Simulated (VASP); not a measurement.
# MoS2 (R3m) in VASP: notebook, part 4 of 4

VASP 6.6.1.

## (7) Electric field gradients, LDA (equal xx and yy strain of +2 %)

The input, INCAR:

```
SYSTEM = MoS2
  PREC = Accurate
  ENCUT = 520
  EDIFF = 1E-8
  ISMEAR = -1
  SIGMA = 0.05
  LREAL = .False.
  LASPH = .True.
  NELM = 80
  ALGO = Normal
  ISIF = 2
  LWAVE = .False.
  LCHARG = .False.
  GGA = CA
  LEFG = .True.
  NBANDS = 20
```

The input, KPOINTS:

```
regular mesh
0
Gamma
  15 15 15
  0 0 0
```

The input, POSCAR:

```
MoS2
1.0
    1.6131303639      0.9313412498      6.1233300000
   -1.6131303639      0.9313412498      6.1233300000
    0.0000000000     -1.8626824997      6.1233300000
Mo S
1 2
Direct
    0.0000000000      0.0000000000      0.0000000000
    0.7484000000      0.7484000000      0.7484000000
    0.5849000000      0.5849000000      0.5849000000
```

Potentials or basis: VASP PAW LDA potentials, release 64 (Mo_sv, S).

Run with:

```console
> cat potpaw_LDA.64/Mo_sv/POTCAR potpaw_LDA.64/S/POTCAR > POTCAR
> mpirun -np 1 vasp_std > vasp.out
```

OUTCAR:

```text
SYSTEM = MoS2
   PREC = Accurate
   ENCUT = 520
   EDIFF = 1E-8
   ISMEAR = -1
   LREAL = .False.
   LASPH = .True.
   NELM = 80
   ISIF = 2
   GGA = CA

 ion  position               nearest neighbor table
   1  0.000  0.000  0.000-   2 2.39   2 2.39   2 2.39   3 2.39   3 2.39   3 2.39
   2  0.748  0.748  0.748-   1 2.39   1 2.39   1 2.39
   3  0.585  0.585  0.585-   1 2.39   1 2.39   1 2.39

  LATTYP: Found a trigonal (rhomboedric) cell.
 ALAT       =     6.4003715817
 COS(alpha) =     0.8729547152

  Lattice vectors:

 A1 = (   1.6131303639,   0.9313412498,   6.1233300000)
 A2 = (  -1.6131303639,   0.9313412498,   6.1233300000)
 A3 = (   0.0000000000,  -1.8626824997,   6.1233300000)

Analysis of symmetry for initial positions (statically):
=====================================================================
 Subroutine PRICEL returns:
 Original cell was already a primitive cell.

 Routine SETGRP: Setting up the symmetry group for a
 trigonal (rhombohedral) supercell.

 Subroutine GETGRP returns: Found  6 space group operations
 (whereof  6 operations were pure point group operations)
 out of a pool of 12 trial point group operations.

The static configuration has the point symmetry C_3v.

Analysis of symmetry for dynamics (positions and initial velocities):
=====================================================================
 Subroutine PRICEL returns:
 Original cell was already a primitive cell.

 Routine SETGRP: Setting up the symmetry group for a
 trigonal (rhombohedral) supercell.

 Subroutine GETGRP returns: Found  6 space group operations
 (whereof  6 operations were pure point group operations)
 out of a pool of 12 trial point group operations.

The dynamic configuration has the point symmetry C_3v.

 Subroutine INISYM returns: Found  6 space group operations
 (whereof  6 operations are pure point group operations),
 and found     1 'primitive' translations

----------------------------------------------------------------------------------------

                                     Primitive cell

  volume of cell :      55.1972

  direct lattice vectors                    reciprocal lattice vectors
     1.613130364  0.931341250  6.123330000     0.309956350  0.178953382  0.054436611
    -1.613130364  0.931341250  6.123330000    -0.309956350  0.178953382  0.054436611
     0.000000000 -1.862682500  6.123330000     0.000000000 -0.357906764  0.054436611

  length of vectors
     6.400371582  6.400371582  6.400371582     0.362022923  0.362022923  0.362022923

  position of ions in fractional coordinates (direct lattice)
     0.000000000  0.000000000  0.000000000
     0.748400000  0.748400000  0.748400000
     0.584900000  0.584900000  0.584900000

  ion indices of the primitive-cell ions
   primitive index   ion index
                 1           1
                 2           2
                 3           3

----------------------------------------------------------------------------------------

 KPOINTS: regular mesh

Automatic generation of k-mesh.
[... 71 lines left out ...]
   NFREE  =      0    steps in history (QN), initial steepest desc. (CG)
   ISIF   =      2    stress and relaxation
   ISYM   =      2    0-nonsym 1-usesym 2-fastsym
   POTIM  = 0.5000    time-step for ionic-motion
   TEBEG  =    0.0;   TEEND  =   0.0 temperature during run
   PSTRESS=    0.0 pullay stress
   NELECT =      26.0000    total number of electrons
   NUPDOWN=      -1.0000    fix difference up-down
   EMIN   =  10.00;   EMAX   =-10.00  energy-range for DOS
   EFERMI =   0.00;   METHOD = LEGACY
   ISMEAR =    -1;   SIGMA  =   0.05  broadening in eV -4-tet -1-fermi 0-gaus
   EFERMI_NEDOS =   21; number of points for ismear=-14 and -15
   IALGO  =     38    algorithm
   IMIX   =      4    mixing-type and parameters
     AMIX     =   0.40;   BMIX     =  1.00
     AMIX_MAG =   1.60;   BMIX_MAG =  1.00
  volume/ion in A,a.u.               =      18.40       124.16
  Fermi-wavevector in a.u.,A,eV,Ry     =   1.273777  2.407090 22.075573  1.622509
  Thomas-Fermi vector in A             =   2.406582
   LORBIT       =      0    0 simple, 1 ext, 2 COOP (PROOUT), +10 PAW based schemes
   GGA     = CA    functional components
   LHFCALC =     F    Hartree Fock is set to
   AEXX    =    0.0000 exact exchange contribution
   IVDW    =     0    specifies the selected vdW correction
   LEPSILON=     F    determine dielectric tensor
   LRPA    =     F    only Hartree local field effects (RPA)
 non-spin polarized calculation
  energy-cutoff  :      520.00
  volume of cell :       55.20
 maximum number of plane-waves:      1507
   NGX = 23   NGY = 23   NGZ = 23

 number of electron      26.0000001 magnetization

 Free energy of the ion-electron system (eV)
  ---------------------------------------------------
  ext. energy  EPLUGINS =         0.00000000
  ---------------------------------------------------
  free energy    TOTEN  =       -24.37189730 eV

  energy without entropy =      -24.37181275  energy(sigma->0) =      -24.37185502

 E-fermi :   7.3928     XC(G=0): -10.9220

 val. band max:        7.2535451924   @ k =   0.4667   0.4667   0.4667
 cond. band min:       7.6358439888   @ k =  -0.2000   0.4667   0.1333
 fundamental gap:      0.3822987964
 Fermi energy:         7.3928360305

 k-point     1 :       0.0000    0.0000    0.0000
  band No.  band energies     occupation
      1     -54.2173      2.00000
      2     -28.5438      2.00000
      3     -28.3855      2.00000
      4     -28.3855      2.00000
      5      -7.8758      2.00000
      6      -6.0617      2.00000
[... 541 lines left out ...]
     19      15.4970      0.00000
     20      15.9120      0.00000

 [... further k-points ...]
[... 5 lines left out ...]
  --------------------------------------------------------------------------------------
  -------------------------------------------------------------------------------------
  Total       -2.5501645     -2.5501645      0.7077673      0.0000000     -0.0000000      0.0000000
  in kB      -74.0221255    -74.0221255     20.5439446      0.0000000     -0.0000000      0.0000000
  external PRESSURE =     -42.5001021 kB  Pullay stress =       0.0000000 kB

 VOLUME and BASIS-vectors are now :
 -----------------------------------------------------------------------------
  energy-cutoff  :      520.00
  volume of cell :       55.20
      direct lattice vectors                 reciprocal lattice vectors
     1.613130364  0.931341250  6.123330000     0.309956350  0.178953382  0.054436611
    -1.613130364  0.931341250  6.123330000    -0.309956350  0.178953382  0.054436611
     0.000000000 -1.862682500  6.123330000     0.000000000 -0.357906764  0.054436611

 POSITION                                       TOTAL-FORCE (eV/Angst)
 -----------------------------------------------------------------------------------
      0.00000      0.00000      0.00000         0.000000      0.000000     -0.002751
      0.00000     -0.00000     13.74810         0.000000     -0.000000      0.403217
      0.00000     -0.00000     10.74461         0.000000      0.000000     -0.400465
 -----------------------------------------------------------------------------------
    total drift:                                0.000000      0.000000     -0.000011

  FREE ENERGIE OF THE ION-ELECTRON SYSTEM (eV)
  ---------------------------------------------------
  free  energy   TOTEN  =       -24.3718972978 eV

  energy  without entropy=      -24.3718127482  energy(sigma->0) =      -24.37185502

 Electric field gradients (V/A^2)
---------------------------------------------------------------------
 ion       V_xx      V_yy      V_zz      V_xy      V_xz      V_yz
---------------------------------------------------------------------
   1      48.557    48.557   -97.114     0.000    -0.000     0.000
   2      31.962    31.962   -63.924     0.000    -0.000     0.000
   3      31.241    31.241   -62.482     0.000     0.000     0.000
---------------------------------------------------------------------

 Electric field gradients after diagonalization (V/A^2)
 (convention: |V_zz| > |V_xx| > |V_yy|)
----------------------------------------------------------------------
 ion       V_xx      V_yy      V_zz     asymmetry (V_yy - V_xx)/ V_zz
----------------------------------------------------------------------
   1      48.557    48.557   -97.114       0.000
   2      31.962    31.962   -63.924       0.000
   3      31.241    31.241   -62.482       0.000
----------------------------------------------------------------------

           NMR quadrupolar parameters

 Cq : quadrupolar parameter    Cq=e*Q*V_zz/h
 eta: asymmetry parameters     (V_yy - V_xx)/ V_zz
 Q  : nuclear electric quadrupole moment in mb (millibarn)
----------------------------------------------------------------------
 ion       Cq(MHz)       eta       Q (mb)
----------------------------------------------------------------------
   1      -0.235       0.000       1.000
   2      -0.155       0.000       1.000
   3      -0.151       0.000       1.000
----------------------------------------------------------------------
```

stdout:

```text
POSCAR found type information on POSCAR MoS
 POSCAR found :  2 types and       3 ions
 scaLAPACK will be used
 LDA part: xc-table for (Slater(with rela. corr.)+CA(PZ))
 , standard interpolation
 POSCAR, INCAR and KPOINTS ok, starting setup
 FFT: planning ... GRIDC
 FFT: planning ... GRID_SOFT
 FFT: planning ... GRID
 WAVECAR not read
 entering main loop
ion   1

ion   2

ion   3
```

Run time: 29 min. Hardware: 1 thread of Oxide Virtual Turin-like, shared host; peak memory 0.47 GiB.

Results:

* Free energy: -24.3719 eV
* Pressure: -4.3 GPa
* Largest force: 0.403 eV/Å
* Band gap on the k mesh: 0.38 eV (least direct gap 1.46 eV)
* Largest electric field gradient by atom: Mo -97.1; S -63.9, -62.5 V/Å²

Forces in eV/Å, atoms in the order of the input:
```
Mo   0.000  0.000 -0.003
S    0.000  0.000  0.403
S    0.000  0.000 -0.400
```

Stress tensor (GPa, compression positive):
```
-7.40  0.00  0.00
 0.00 -7.40  0.00
 0.00  0.00  2.05
```

Levels at points of the mesh, in eV from the valence-band top:
| k point | band 9 | band 10 | band 11 | band 12 | band 13 | band 14 | band 15 | band 16 | band 17 | band 18 |
| --- | --- | --- | --- | --- | --- | --- | --- | --- | --- | --- |
| (0.00, 0.00, 0.00) | -3.91 | -2.75 | -2.75 | -1.21 | -1.09 | 1.68 | 1.68 | 2.20 | 2.20 | 4.80 |

Electric field gradients, principal values (V/Å²):
| atom | least | middle | greatest (by size) |
| --- | --- | --- | --- |
| 1 Mo | 48.557 | 48.557 | -97.114 |
| 2 S | 31.962 | 31.962 | -63.924 |
| 3 S | 31.241 | 31.241 | -62.482 |

Caveat: the cell differs from its parent crystal (equal xx and yy strain of +2 %); the cell stands under tension; without QUAD_EFG the Cq values of the log hold for a quadrupole moment of 1 mb, not for the nuclei; an odd mesh through Γ misses points on the zone boundary, where band edges can lie.

## (8) Overview

| cell | gap on the mesh (eV) | pressure (GPa) | largest force (eV/Å) |
| --- | --- | --- | --- |
| a = 6.400 Å, angles 29.2°, 3 atoms | 0.38 | -4.3 | 0.40 |
| a = 6.347 Å, angles 28.7°, 3 atoms | 0.62 | 5.0 | 1.22 |
| a = 6.411 Å, angles 28.7°, 3 atoms | 0.63 | -0.1 | 0.66 |
| a = 6.379 Å, angles 28.1°, 3 atoms | 0.92 | 8.6 | 1.34 |
| a = 6.385 Å, angles 28.4°, 3 atoms | 0.77 | 4.9 | 1.08 |

Alike in all rows: task electric field gradients; level LDA; potentials or basis VASP PAW LDA potentials, release 64 (Mo_sv, S); no spin polarisation; k mesh 15 × 15 × 15; cutoff (eV) 520; smearing fermi-dirac 0.05 eV.

Caveats: an odd mesh through Γ misses points on the zone boundary, where band edges can lie; the cell stands under pressure (at least some runs); forces of over 1 eV/Å act on the atoms, so gaps and moduli don't describe the material at rest (at least some runs); the cell stands under tension (at least some runs).

Absolute energies hang on the potentials; compare differences alone.
